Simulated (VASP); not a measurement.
The system is BiS.

```
Bi S
1.0
     4.25315    0.00000    0.00000
    -2.12658    3.68334    0.00000
     0.00000    0.00000    6.93770
Bi S
2 2
Direct
  0.00000 0.00000 0.00000
  0.00000 0.00000 0.50000
  0.33333 0.66667 0.25000
  0.66667 0.33333 0.75000
```

Base run:

| Quantity | Value |
| --- | --- |
| Program | VASP 6.6.1 |
| Functional | r2SCAN |
| Potentials or basis | VASP PAW PBE potentials, release 64 (Bi_d, S) |
| Cutoff | 520 eV |
| k mesh | 10 × 10 × 6 |
| Occupations | gaussian, width 0.05 eV |
| Spin | no spin polarisation |

Its results: band gap on the k mesh zero (bands 21 and 22 overlap by 2.02 eV); pressure -1.0 GPa.

The run is repeated on the same cell with these changes: functional from r2SCAN to PBE; cutoff from 520 eV to 500 eV. What comes out?

Band gap on the k mesh zero (bands 21 and 22 overlap by 2.01 eV); pressure -0.1 GPa.

Caveats: spin-orbit coupling is left out, which moves the levels of the heavy elements; the PAW data sets were made with another functional, which shifts forces and pressure a little (at least some runs).
